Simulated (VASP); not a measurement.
Crystal: Sn.

```
Sn
1.0
     0.00000    3.32732    3.32732
     3.32732    0.00000    3.32732
     3.32732    3.32732    0.00000
Sn
2
Direct
  0.00000 0.00000 0.00000
  0.25000 0.25000 0.25000
```

```yaml
Program: VASP 6.6.1
Task: relaxation of cell and atoms
Functional: PBE
Dispersion: D3(BJ)
Potentials_or_basis: VASP PAW PBE potentials, release 64 (Sn_d)
Cutoff: 600 eV
k_mesh: 12 × 12 × 12
Occupations: gaussian, width 0.1 eV
Spin: no spin polarisation
```

At the start: pressure -1.3 GPa; volume 36.84 Å³/atom.

Problem. How do energy, volume and symmetry change on relaxing?

Solution. Over 5 steps the energy falls by 5.8 meV/atom and the volume is 35.50 Å³/atom (-3.6 %); space group Fd-3m (No. 227, to 0.05 Å).

The path:
| step | energy change (eV) | largest force (eV/Å) | pressure (GPa) | volume (Å³) |
| --- | --- | --- | --- | --- |
| 1 | 0.0000 | 0.0000 | -1.30 | 73.67 |
| 2 | -0.0112 | 0.0000 | 0.23 | 70.53 |
| 3 | -0.0115 | 0.0000 | 0.03 | 70.95 |
| 4 | -0.0115 | 0.0000 | -0.08 | 71.02 |
| 5 | -0.0115 | 0.0000 | 0.02 | 71.00 |

Final structure:
```
Sn
1.0
     0.00000    3.28663    3.28663
     3.28663    0.00000    3.28663
     3.28663    3.28663    0.00000
Sn
2
Direct
  0.00000 0.00000 0.00000
  0.25000 0.25000 0.25000
```

Caveat: pairwise dispersion overbinds metals, which lowers pressure and volume.
